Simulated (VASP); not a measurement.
# Al: single point with PBE

Al:

```xyz
1
Lattice="2.5908 0.0450 0.0105 1.2554 2.2668 0.0147 1.2751 0.7625 2.1243" Properties=species:S:1:pos:R:3 pbc="T T T"
Al    0.0000    0.0000    0.0000
```

| Item | Value |
| --- | --- |
| Program | VASP 6.6.1 |
| Task | single point |
| Functional | PBE |
| Potentials or basis | VASP PAW PBE potentials, release 64 (Al) |
| Cutoff | 520 eV |
| k mesh | 8 × 8 × 8 |
| Occupations | gaussian, width 0.1 eV |
| Spin | no spin polarisation |

The pressure is 43.5 GPa. The band gap on the k mesh is zero (an odd number of electrons rules out a gap without spin polarisation).

Levels at points of the mesh, in eV from the Fermi level:
```
           k point  band 1  band 2  band 3  band 4  band 5  band 6
(0.00, 0.00, 0.00)  -13.38   14.31   14.31   14.32   18.32   18.32
(0.50, 0.00, 0.00)   -5.88   -4.88   12.84   12.86   14.89   14.92
(0.50, 0.50, 0.00)   -3.67   -1.87    5.22    7.11    7.11   12.40
(0.00, 0.00, 0.50)   -5.88   -4.88   12.84   12.86   14.89   14.92
(0.50, 0.00, 0.50)   -3.69   -1.89    5.24    7.12    7.13   12.41
(0.50, 0.50, 0.50)   -5.88   -4.88   12.84   12.86   14.90   14.92
```

Run time: 6.9 s on 1 thread of Intel(R) Xeon(R) Platinum 8488C (Sapphire Rapids), on a shared host, peak memory 0.12 GiB.

Caveat: the k points lie up to 0.37 Å⁻¹ apart, too coarse for converged energies and pressures of a metal.
